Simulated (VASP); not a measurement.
CO2:

```
CELL_PARAMETERS angstrom
2.63591 -2.38738 0.00000
2.63591 2.38738 0.00000
0.00000 0.00000 6.58717
ATOMIC_POSITIONS crystal
O 0.30651 0.69349 0.60816
O 0.69349 0.30651 0.39184
O 0.19349 0.80651 0.10816
O 0.80651 0.19349 0.89184
C 0.50000 0.50000 0.50000
C 0.00000 0.00000 0.00000
```

Base run:

| Property | Result |
| --- | --- |
| Program | VASP 6.6.1 |
| Functional | LDA |
| Potentials or basis | VASP PAW LDA potentials, release 64 (O, C) |
| Cutoff | 520 eV |
| k mesh | 8 × 8 × 4 |
| Occupations | gaussian, width 0.01 eV |
| Spin | no spin polarisation |

Its results: band gap on the k mesh 6.30 eV (least direct gap 6.88 eV); pressure -0.8 GPa; largest force 0.197 eV/Å.

Problem. The run is repeated on the same cell with these changes: functional from LDA to r2SCAN; potentials or basis from VASP PAW LDA potentials, release 64 (O, C) to VASP PAW PBE potentials, release 64 (O, C). What comes out?

Solution. Band gap on the k mesh 7.22 eV (least direct gap 7.79 eV); pressure 0.4 GPa; largest force 0.054 eV/Å.

Caveats: the PAW data sets were made with another functional, which shifts forces and pressure a little (at least some runs).

A k mesh can miss the band edges.
